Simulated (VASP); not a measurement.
# TiSi2 (Fddd) in VASP: notebook, part 2 of 2

VASP 6.6.1. The steps go on from the part before.

### 3 Single point, LDA

This run uses another cell than the first one, of 13.49 Å³/atom, 0.965 times its volume.

INCAR

```
SYSTEM = TiSi2
PREC     = Accurate       ! precision mode
ENCUT    = 520            ! plane-wave cutoff, eV
EDIFF    = 1E-6           ! SCF threshold, eV
ISMEAR   = -1             ! smearing method
SIGMA    = 0.05           ! smearing width, eV
LREAL    = .FALSE.        ! projectors in reciprocal space
LASPH    = .TRUE.         ! aspherical terms in the spheres
NELM     = 100            ! most SCF steps
ALGO     = Normal         ! electronic algorithm
ISIF     = 2              ! what is computed and relaxed
LWAVE    = .FALSE.        ! write WAVECAR
LCHARG   = .FALSE.        ! write CHGCAR
GGA      = CA             ! functional
NBANDS   = 29             ! bands
```

KPOINTS

```
regular mesh
0
G
  7 7 7
  0 0 0
```

POSCAR

```
TiSi2
1.0
    0.0000000000      4.0527672134      4.2250764861
    2.3635716817      0.0000000000      4.2250764861
    2.3635716817      4.0527672134      0.0000000000
Ti Si
2 4
Direct
    0.7500000000      0.7500000000      0.7500000000
    0.5000000000      0.5000000000      0.5000000000
    0.4140321529      0.0859678471      0.4140321529
    0.0859678471      0.4140321529      0.0859678471
    0.1640321529      0.8359678471      0.1640321529
    0.8359678471      0.1640321529      0.8359678471
```

Potentials or basis: VASP PAW LDA potentials, release 64 (Ti_sv, Si).

Launch:

```sh
> cat potpaw_LDA.64/Ti_sv/POTCAR potpaw_LDA.64/Si/POTCAR > POTCAR
> mpirun -np 1 vasp_std > vasp.out
```

OUTCAR:

```text
SYSTEM = TiSi2
   PREC = Accurate
   ENCUT = 520
   EDIFF = 1E-6
   ISMEAR = -1
   LREAL = .FALSE.
   LASPH = .TRUE.
   NELM = 100
   ISIF = 2
   GGA = CA

 ion  position               nearest neighbor table
   1  0.750  0.750  0.750-   6 2.52   5 2.52   6 2.52   5 2.52   3 2.71   3 2.71   4 2.71   4 2.71
                             3 2.72   4 2.72
   2  0.500  0.500  0.500-   4 2.52   3 2.52   4 2.52   3 2.52   5 2.71   5 2.71   6 2.71   6 2.71
                             5 2.72   6 2.72
   3  0.414  0.086  0.414-   6 2.50   6 2.50   2 2.52   2 2.52   4 2.66   1 2.71   1 2.71   1 2.72
[... 985 lines left out ...]
  -------------------------------------------------------------------------------------
  Total        0.1204408      0.1024034      0.1576692      0.0000000      0.0000000      0.0000000
  in kB        2.3839619      2.0269355      3.1208473      0.0000000      0.0000000      0.0000000
  external PRESSURE =       2.5105816 kB  Pullay stress =       0.0000000 kB

 VOLUME and BASIS-vectors are now :
 -----------------------------------------------------------------------------
  energy-cutoff  :      520.00
  volume of cell :       80.94
      direct lattice vectors                 reciprocal lattice vectors
     0.000000000  4.052767213  4.225076486    -0.211544251  0.123372494  0.118341053
     2.363571682  0.000000000  4.225076486     0.211544251 -0.123372494  0.118341053
     2.363571682  4.052767213  0.000000000     0.211544251  0.123372494 -0.118341053

 POSITION                                       TOTAL-FORCE (eV/Angst)
 -----------------------------------------------------------------------------------
      3.54536      6.07915      6.33761        -0.000000      0.000000      0.000000
      2.36357      4.05277      4.22508         0.000000      0.000000      0.000000
      1.18179      3.35595      2.11254        -0.000000     -0.001208     -0.000000
      1.18179      0.69682      2.11254        -0.000000      0.001208     -0.000000
      2.36357      1.32957      4.22508         0.000000     -0.001208      0.000000
      2.36357      6.77597      4.22508         0.000000      0.001208      0.000000
 -----------------------------------------------------------------------------------
    total drift:                               -0.000000     -0.000000     -0.000000

  FREE ENERGIE OF THE ION-ELECTRON SYSTEM (eV)
  ---------------------------------------------------
  free  energy   TOTEN  =       -44.9454211944 eV

  energy  without entropy=      -44.9263441991  energy(sigma->0) =      -44.93588270
```

It took 99 s on 1 thread of Intel Xeon 6975P-C (Granite Rapids), shared host; peak memory 0.26 GiB.

What came out:

```
Free energy            : -44.9454 eV
Pressure               : 0.3 GPa
Band gap on the k mesh : zero (band 20 reaches 11.23 eV, above the bottom of band 21 at 9.39 eV)
```

### 4 Single point, LDA

INCAR

```
SYSTEM = TiSi2
ALGO = Normal ; EDIFF = 1E-7
ENCUT = 520 ; GGA = CA
ISIF = 2 ; ISMEAR = -1
LASPH = .True. ; LCHARG = .False.
LREAL = .False. ; LWAVE = .False.
NBANDS = 29 ; NELM = 100
PREC = Accurate ; SIGMA = 0.05
```

KPOINTS

```
k-points
0
Gamma
  7 7 7
  0 0 0
```

POSCAR

```
TiSi2
1.0
    0.0000000000      4.1175163063      4.2628978354
    2.3895119538      0.0000000000      4.2628978354
    2.3895119538      4.1175163063      0.0000000000
Ti Si
2 4
Direct
    0.7500000000      0.7500000000      0.7500000000
    0.5000000000      0.5000000000      0.5000000000
    0.4125656100      0.0874343900      0.4125656100
    0.0874343900      0.4125656100      0.0874343900
    0.1625656100      0.8374343900      0.1625656100
    0.8374343900      0.1625656100      0.8374343900
```

Potentials or basis: VASP PAW LDA potentials, release 64 (Ti_sv, Si).

Launch:

```sh
> cat potpaw_LDA.64/Ti_sv/POTCAR potpaw_LDA.64/Si/POTCAR > POTCAR
> mpirun -np 1 vasp_std > vasp.out
```

OUTCAR:

```text
SYSTEM = TiSi2
   EDIFF = 1E-7
   ENCUT = 520
   GGA = CA
   ISIF = 2
   ISMEAR = -1
   LASPH = .True.
   LREAL = .False.
   NELM = 100
   PREC = Accurate

 ion  position               nearest neighbor table
   1  0.750  0.750  0.750-   6 2.55   5 2.55   6 2.55   5 2.55   3 2.74   3 2.74   4 2.74   4 2.74
                             3 2.78   4 2.78
   2  0.500  0.500  0.500-   4 2.55   3 2.55   4 2.55   3 2.55   5 2.74   5 2.74   6 2.74   6 2.74
                             5 2.78   6 2.78
   3  0.413  0.087  0.413-   6 2.52   6 2.52   2 2.55   2 2.55   4 2.68   1 2.74   1 2.74   1 2.78
                             4 2.79   4 2.79
   4  0.087  0.413  0.087-   5 2.52   5 2.52   2 2.55   2 2.55   3 2.68   1 2.74   1 2.74   1 2.78
                             3 2.79   3 2.79
   5  0.163  0.837  0.163-   4 2.52   4 2.52   1 2.55   1 2.55   6 2.68   2 2.74   2 2.74   2 2.78
                             6 2.79   6 2.79
   6  0.837  0.163  0.837-   3 2.52   3 2.52   1 2.55   1 2.55   5 2.68   2 2.74   2 2.74   2 2.78
                             5 2.79   5 2.79

  LATTYP: Found a face centered orthorhombic cell.
 ALAT       =     4.7790239076
 B/A-ratio  =     1.7231620456
 C/A-ratio  =     1.7840035613

  Lattice vectors:

 A1 = (   0.0000000000,   4.1175163063,   4.2628978354)
 A2 = (   2.3895119538,   0.0000000000,   4.2628978354)
[... 185 lines left out ...]

 E-fermi :  10.0592     XC(G=0): -11.8905

 val. band max:       10.0554857393   @ k =  -0.1429   0.1429   0.1429
 cond. band min:      10.0690055026   @ k =  -0.2857   0.1429  -0.0000
 fundamental gap:      0.0135197633
 Fermi energy:        10.0592482957

 k-point     1 :       0.0000    0.0000    0.0000
  band No.  band energies     occupation
      1     -45.4877      2.00000
      2     -45.4572      2.00000
      3     -22.2571      2.00000
      4     -22.2566      2.00000
      5     -22.1646      2.00000
      6     -22.1493      2.00000
[... 757 lines left out ...]
     28      14.0739      0.00000
     29      14.2574      0.00000

 [... further k-points ...]
[... 5 lines left out ...]
  --------------------------------------------------------------------------------------
  -------------------------------------------------------------------------------------
  Total       -2.4307240     -2.8928104     -2.4144967      0.0000000      0.0000000      0.0000000
  in kB      -46.4265884    -55.2523933    -46.1166488      0.0000000      0.0000000      0.0000000
  external PRESSURE =     -49.2652102 kB  Pullay stress =       0.0000000 kB

 VOLUME and BASIS-vectors are now :
 -----------------------------------------------------------------------------
  energy-cutoff  :      520.00
  volume of cell :       83.88
      direct lattice vectors                 reciprocal lattice vectors
     0.000000000  4.117516306  4.262897835    -0.209247750  0.121432427  0.117291106
     2.389511954  0.000000000  4.262897835     0.209247750 -0.121432427  0.117291106
     2.389511954  4.117516306  0.000000000     0.209247750  0.121432427 -0.117291106

 POSITION                                       TOTAL-FORCE (eV/Angst)
 -----------------------------------------------------------------------------------
      3.58427      6.17627      6.39435        -0.000000      0.000000     -0.000000
      2.38951      4.11752      4.26290         0.000000      0.000000      0.000000
      1.19476      3.39749      2.13145         0.000000      0.063439      0.000000
      1.19476      0.72003      2.13145         0.000000     -0.063439      0.000000
      2.38951      1.33873      4.26290         0.000000      0.063439      0.000000
      2.38951      6.89630      4.26290         0.000000     -0.063439      0.000000
 -----------------------------------------------------------------------------------
    total drift:                               -0.000000     -0.000000      0.000000

  FREE ENERGIE OF THE ION-ELECTRON SYSTEM (eV)
  ---------------------------------------------------
  free  energy   TOTEN  =       -44.8987558247 eV

  energy  without entropy=      -44.8783930120  energy(sigma->0) =      -44.88857442
```

Wall time 2.1 min (1 thread of Intel Xeon 6975P-C (Granite Rapids), shared host); peak memory 0.27 GiB.

What came out:

| Property | Result |
| --- | --- |
| Free energy | -44.8988 eV |
| Pressure | -4.9 GPa |
| Largest force | 0.063 eV/Å |
| Band gap on the k mesh | zero (band 20 reaches 10.76 eV, above the bottom of band 21 at 8.97 eV) |

Forces on the atoms (eV/Å):
```
Ti   0.000  0.000  0.000
Ti   0.000  0.000  0.000
Si   0.000  0.063  0.000
Si   0.000 -0.063  0.000
Si   0.000  0.063  0.000
Si   0.000 -0.063  0.000
```

Stress tensor (GPa, compression positive):
```
-4.64  0.00  0.00
 0.00 -5.53  0.00
 0.00  0.00 -4.61
```

### 5 The runs side by side

```tsv
task	level	potentials or basis	cell	cutoff (eV)	gap on the mesh (eV)	pressure (GPa)	largest force (eV/Å)
relaxation of cell and atoms	BLYP	VASP PAW PBE potentials, release 64 (Ti_sv, Si)	relaxed from a = 5.927, b = 4.887, c = 4.761 Å, angles 75.8, 53.1, 51.1°, 6 atoms	600	none	0.0	0.01
single point	LDA	VASP PAW LDA potentials, release 64 (Ti_sv, Si)	a = 5.855, b = 4.841, c = 4.692 Å, angles 75.8, 53.3, 51.0°, 6 atoms	520	none	0.3	-
single point	LDA	VASP PAW LDA potentials, release 64 (Ti_sv, Si)	a = 5.927, b = 4.887, c = 4.761 Å, angles 75.8, 53.1, 51.1°, 6 atoms	520	none	-4.9	0.06
```

Alike in all rows: no spin polarisation; k mesh 7 × 7 × 7; smearing fermi-dirac 0.05 eV.

Caveats: the PAW data sets were made with another functional, which shifts forces and pressure a little (some runs).

Absolute energies hang on the potentials; compare differences alone.
